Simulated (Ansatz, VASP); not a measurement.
## Mg in VASP and in Ansatz

```
Mg
1.0
     3.46601    0.00000    0.00000
    -1.73301    3.00166    0.00000
     0.00000    0.00000    5.62716
Mg
2
Direct
  0.33333 0.66667 0.25000
  0.66667 0.33333 0.75000
```

Change from the starting cell: strain +0.080 along x and y, +0.080 along z, atoms carried along.

Alike in both runs: task single point; functional PBE; k mesh 18 × 18 × 10; occupations gaussian, width 0.15 eV; no spin polarisation.

```csv
,VASP,Ansatz
version,VASP 6.6.1,Ansatz 0.2.0
potentials or method,"VASP PAW PBE potentials, release 64 (Mg), cutoff 520 eV","scalar-relativistic, plane waves, PAW"
valence electrons in the cell,4,20
```

```csv
,VASP,Ansatz,Ansatz less VASP
gap on the k mesh at the Fermi level (eV),none,none,-
pressure (GPa),-5.4,-5.3,+0.09
```

A gap of «none» marks a metal or a gap that the smearing closes. VASP's potentials hold 4 valence electrons a cell and Ansatz's 20, so a difference there can come from the potentials and not from the codes.
